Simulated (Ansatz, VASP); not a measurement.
# Two plane-wave programs on GaSb

INCAR

```
PREC = Accurate ; ENCUT = 520
EDIFF = 1E-7 ; ISMEAR = 0
SIGMA = 0.05 ; LREAL = False
LASPH = True ; NELM = 60
ALGO = Normal ; ISIF = 2
LWAVE = False ; LCHARG = False
GGA = CA ; NBANDS = 16
```

The input KPOINTS:

```
Automatic mesh
0
Gamma
  6 6 6
```

The input POSCAR:

```
GaSb
1.0
    0.0000000000      2.8200000000      2.8200000000
    2.8200000000      0.0000000000      2.8200000000
    2.8200000000      2.8200000000      0.0000000000
Ga Sb
1 1
Direct
    0.0000000000      0.0000000000      0.0000000000
    0.5000000000      0.5000000000      0.5000000000
```

Input for Ansatz:

```yaml
crystal:
  lattice:
    - [0.0, 2.82, 2.82]
    - [2.82, 0.0, 2.82]
    - [2.82, 2.82, 0.0]
  atoms:
    - { symbol: Ga, position: [0.0, 0.0, 0.0] }
    - { symbol: Sb, position: [0.5, 0.5, 0.5] }
basis:
  ecutwfc: 420
kpoints:
  mp_grid: { grid: [6, 6, 6] }
hamiltonian:
  xc: lda
scf:
  occupations: { method: gaussian, width: 0.05 }
output:
  forces: true
  stress: true
  eigenvalues: true
```

Alike in both runs: task single point; functional LDA; k mesh 6 × 6 × 6; occupations gaussian, width 0.05 eV; no spin polarisation.

```csv
,VASP,Ansatz
version,VASP 6.6.1,Ansatz 0.2.0
potentials or method,"VASP PAW LDA potentials, release 64 (Ga_d, Sb), cutoff 520 eV","scalar-relativistic, plane waves, PAW"
valence electrons in the cell,18,28
```

VASP gave:

```
gap on the k mesh at the Fermi level (eV) : none
pressure (GPa)                            : 0.4
```

**Question.** Which values does Ansatz return?

**Answer.** gap on the k mesh at the Fermi level (eV): none; pressure (GPa): 0.2.

LDA's correlation is that of Perdew and Zunger in VASP and of Perdew and Wang (1992) in Ansatz. A gap of «none» marks a metal or a gap that the smearing closes. VASP's potentials hold 18 valence electrons a cell and Ansatz's 28, so a difference there can come from the potentials and not from the codes.

Spin-orbit coupling is off throughout.
